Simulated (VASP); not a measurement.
# SnSe2: single point with PBEsol

Crystal: SnSe2.

```
Sn Se
1.0
     3.81100    0.00000    0.00000
    -1.90550    3.30042    0.00000
     0.00000    0.00000    6.13700
Sn Se
1 2
Direct
  0.00000 0.00000 0.00000
  0.34470 0.68939 0.25000
  0.67803 0.35606 0.75000
```

This cell differs from its parent crystal: all Se atoms moved +0.075 Å, as atom 2 along Cartesian [0 1 0].

```yaml
Program: VASP 6.6.1
Task: single point
Functional: PBEsol
Potentials_or_basis: VASP PAW PBE potentials, release 64 (Sn_d, Se)
Cutoff: 520 eV
k_mesh: 9 × 9 × 6
Occupations: gaussian, width 0.05 eV
Spin: no spin polarisation
```

| Quantity | Value |
| --- | --- |
| Pressure | 2.5 GPa |
| Largest force | 0.647 eV/Å |
| Band gap on the k mesh | 0.62 eV (least direct gap 0.99 eV) |

Forces on the atoms (eV/Å):
```
Sn   0.000  0.478  0.004
Se   0.000 -0.211  0.585
Se   0.000 -0.267 -0.589
```

Stress tensor (GPa, compression positive):
```
1.86 0.00 0.00
0.00 1.99 0.18
0.00 0.18 3.67
```

Levels at points of the mesh, in eV from the valence-band top:
```csv
k point,band 9,band 10,band 11,band 12,band 13,band 14,band 15,band 16,band 17,band 18
"(0.00, 0.00, 0.00)",-0.75,-0.74,-0.37,-0.37,-0.02,0.97,2.83,4.57,4.58,8.01
"(0.00, 0.00, 0.50)",-2.13,-0.82,-0.82,-0.23,-0.23,2.37,2.80,4.29,4.31,7.99
```

It took 5.2 min on 1 thread of AMD EPYC 7R13 (shared host), peak memory 0.31 GiB.

Caveat: the cell differs from its parent crystal (all Se atoms moved +0.075 Å, as atom 2 along Cartesian [0 1 0]); semilocal functionals underestimate gaps, and a narrow one can read as zero; the PAW data sets were made with another functional, which shifts forces and pressure a little; spin-orbit coupling is left out, which moves the levels of the heavy elements; this functional lacks dispersion, which binds layers or chains, so the pressure and a relaxed spacing across them are unreliable. A k mesh can miss the band edges.
